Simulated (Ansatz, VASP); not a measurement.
**Au: VASP beside Ansatz**

```xyz
1
Lattice="-1.6573 1.6573 1.6573 1.6573 -1.6573 1.6573 1.6573 1.6573 -1.6573" Properties=species:S:1:pos:R:3 pbc="T T T"
Au    0.0000    0.0000    0.0000
```

Alike in both runs: task single point; functional PBE; k mesh 11 × 11 × 11; occupations gaussian, width 0.022 eV; no spin polarisation.

```csv
,VASP,Ansatz
version,VASP 6.6.1,Ansatz 0.2.0
potentials or method,"VASP PAW PBE potentials, release 64 (Au)",Ansatz PAW
plane-wave cutoff (eV),500,420
valence electrons in the cell,11,19
```

VASP gave:

- gap on the k mesh at the Fermi level (eV): none
- pressure (GPa): -1.1

Question: What did Ansatz give for the same quantities?

Answer: gap on the k mesh at the Fermi level (eV): none; pressure (GPa): -0.8.

A gap of «none» marks a metal or a gap that the smearing closes. VASP's potentials hold 11 valence electrons a cell and Ansatz's 19, so a difference there can come from the potentials and not from the codes.

Spin-orbit coupling is off throughout.
